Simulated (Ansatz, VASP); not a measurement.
**Al2GaAs3 in VASP and in Ansatz**

```xyz
6
Lattice="-1.9268 1.9268 8.1748 1.9268 -1.9268 8.1748 1.9268 1.9268 -8.1748" Properties=species:S:1:pos:R:3 pbc="T T T"
Al    0.0000    0.0000   10.8997
Al    0.0000    0.0000    5.4499
Ga    0.0000    0.0000    0.0000
As    1.9268    0.0000    6.8123
As    1.9268    0.0000    1.3625
As    0.0000    1.9268    4.0874
```

Alike in both runs: task single point; functional PBE; k mesh 6 × 6 × 6; occupations gaussian, width 0.1 eV; no spin polarisation.

```csv
,VASP,Ansatz
version,VASP 6.6.1,Ansatz 0.2.0
potentials or method,"VASP PAW PBE potentials, release 64 (Al, Ga_d, As), cutoff 520 eV","scalar-relativistic, plane waves, PAW"
valence electrons in the cell,34,64
```

Ansatz gave:

```
gap on the k mesh at the Fermi level (eV)                     : 1.21
least direct gap on the mesh (eV)                             : 1.52
pressure (GPa)                                                : 13.9
traceless stress, the component that is largest in VASP (GPa) : -0.16
rms of the force components (eV/Å)                            : 0.034
```

Q: Estimate VASP's values.

A: gap on the k mesh at the Fermi level (eV): 1.19; least direct gap on the mesh (eV): 1.50; pressure (GPa): 14.2; traceless stress, the component that is largest in VASP (GPa): -0.16; rms of the force components (eV/Å): 0.034.

Atom by atom the forces differ by 0.001 eV/Å (rms over components). VASP's potentials hold 34 valence electrons a cell and Ansatz's 64, so a difference there can come from the potentials and not from the codes.
